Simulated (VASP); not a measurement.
Here is a VASP 6.6.1 calculation.

Contents of INCAR:

```
SYSTEM = Hf
PREC = Accurate
ENCUT = 520
EDIFF = 1E-7
ISMEAR = -1
SIGMA = 0.1
LREAL = .False.
LASPH = .True.
NELM = 80
ALGO = Normal
ISIF = 2
LWAVE = .False.
LCHARG = .True.
LELF = .True.
LVHAR = .True.
NBANDS = 11
```

Contents of KPOINTS:

```
regular mesh
0
Gamma
  14 14 14
  0 0 0
```

File POSCAR:

```
Hf
1.0
   -1.6506438735      1.6506438735      1.6506438735
    1.6506438735     -1.6506438735      1.6506438735
    1.6506438735      1.6506438735     -1.6506438735
Hf
1
Direct
    0.0000000000      0.0000000000      0.0000000000
```

Potentials or basis: VASP PAW LDA potentials, release 64 (Hf_pv).

The run is started by

```sh
$ cat potpaw_LDA.64/Hf_pv/POTCAR > POTCAR
$ mpirun -np 1 vasp_std > vasp.out
```

(1) Estimate the pressure.

(2) What does it give for the band gap on the k mesh?

## Answers

(1) 17.9 GPa.

(2) zero (band 5 reaches 7.63 eV, above the bottom of band 6 at 5.24 eV).

Caveat: spin-orbit coupling is left out, which moves the levels of the heavy elements.
